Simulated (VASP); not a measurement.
Write the native input for VASP 6.6.1 that does the following.

```yaml
Task: single point
Functional: PBE
Potentials_or_basis: VASP PAW PBE potentials, release 64 (Li_sv, Be, F)
Cutoff: 520 eV
k_mesh: 4 × 4 × 2
Occupations: gaussian, width 0.1 eV
Spin: no spin polarisation
Dipole_correction: no
Further_INCAR_settings: ALGO = Normal; EDIFF = 1e-06; NBANDS = 37
```

The structure of LiBeF3 lies in POSCAR:

```
LiBeF3
1.0
    2.7695185608     -0.0049552813     -0.0023248759
    0.0075928023      4.7307411079     -1.0381016369
    0.0042937502     -2.0485740886      9.4580409566
Li Be F
2 2 6
Direct
    0.5000067501      0.6928629771      0.1531562739
    0.4999971964      0.6945552228      0.6528926430
    0.9999866316      0.0559922135      0.4725785637
    0.0000092866      0.0539854918     -0.0273945770
    0.4999867458     -0.0534498816      0.5280976252
    0.5000095163     -0.0566219142      0.0275273221
    0.9999904985      0.4022048085      0.5467675611
    1.0000115366      0.4001610922      1.0476823132
    0.9999960856     -0.0948779631      0.2993456334
    0.0000057526     -0.0948120468      0.7993466412
```

The input as run:

INCAR

```
  ALGO = Normal
  EDIFF = 1E-6
  ENCUT = 520
  GGA = PE
  ISIF = 2
  ISMEAR = 0
  LASPH = T
  LCHARG = F
  LREAL = F
  LWAVE = F
  NBANDS = 37
  NELM = 80
  PREC = Accurate
  SIGMA = 0.1
```

KPOINTS

```
k-points
0
Gamma
  4 4 2
```

Potentials or basis: VASP PAW PBE potentials, release 64 (Li_sv, Be, F).

Command:

```console
$ cat potpaw_PBE.64/Li_sv/POTCAR potpaw_PBE.64/Be/POTCAR potpaw_PBE.64/F/POTCAR > POTCAR
$ mpirun -np 1 vasp_std > vasp.out
```

It gave:

```
Largest force          : 0.038 eV/Å
Band gap on the k mesh : 7.52 eV
```

Caveat: the k points lie up to 0.57 Å⁻¹ apart.

Wall time 120 s on 1 thread of Intel Xeon 8259CL, with other jobs on the host, peak memory 0.26 GiB.
